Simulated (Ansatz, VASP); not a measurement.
# AlAs: VASP beside Ansatz

File INCAR:

```
PREC = Accurate
ENCUT = 500
EDIFF = 1E-6
ISMEAR = 1
SIGMA = 0.01
LREAL = F
LASPH = T
NELM = 120
ALGO = Normal
ISIF = 2
LWAVE = F
LCHARG = F
GGA = PE
NBANDS = 11
GGA_COMPAT = F
```

Contents of KPOINTS:

```
Automatic mesh
0
Gamma
  6 6 6
```

Contents of POSCAR:

```
AlAs
1.0
    0.0000000000      2.9217656388      2.9217656388
    2.9217656388      0.0000000000      2.9217656388
    2.9217656388      2.9217656388      0.0000000000
Al As
1 1
Direct
    0.0000000000      0.0000000000      0.0000000000
    0.2500000000      0.2500000000      0.2500000000
```

Input for Ansatz:

```yaml
crystal:
  lattice:
    - [0.0, 2.921765638787702, 2.921765638787702]
    - [2.921765638787702, 0.0, 2.921765638787702]
    - [2.921765638787702, 2.921765638787702, 0.0]
  atoms:
    - { symbol: Al, position: [0.0, 0.0, 0.0] }
    - { symbol: As, position: [0.25, 0.25, 0.25] }
basis:
  ecutwfc: 500.0
kpoints:
  mp_grid:
    grid: [6, 6, 6]
hamiltonian:
  xc: pbe
  pseudopotentials:
    kind: paw
scf:
  occupations:
    method: cold
    width: 0.01
output:
  stress: true
```

Alike in both runs: task single point; functional PBE; k mesh 6 × 6 × 6; no spin polarisation.

|  | VASP | Ansatz |
| --- | --- | --- |
| version | VASP 6.6.1 | Ansatz 0.2.0 |
| potentials or method | VASP PAW PBE potentials, release 64 (Al, As), cutoff 500 eV | plane waves, PAW |
| occupations | methfessel-paxton of order 1, width 0.01 eV | cold, width 0.01 eV |
| valence electrons in the cell | 8 | 18 |

```tsv
	VASP	Ansatz	Ansatz less VASP
pressure (GPa)	-3.4	-3.5	-0.11
```

VASP's potentials hold 8 valence electrons a cell and Ansatz's 18, so a difference there can come from the potentials and not from the codes.
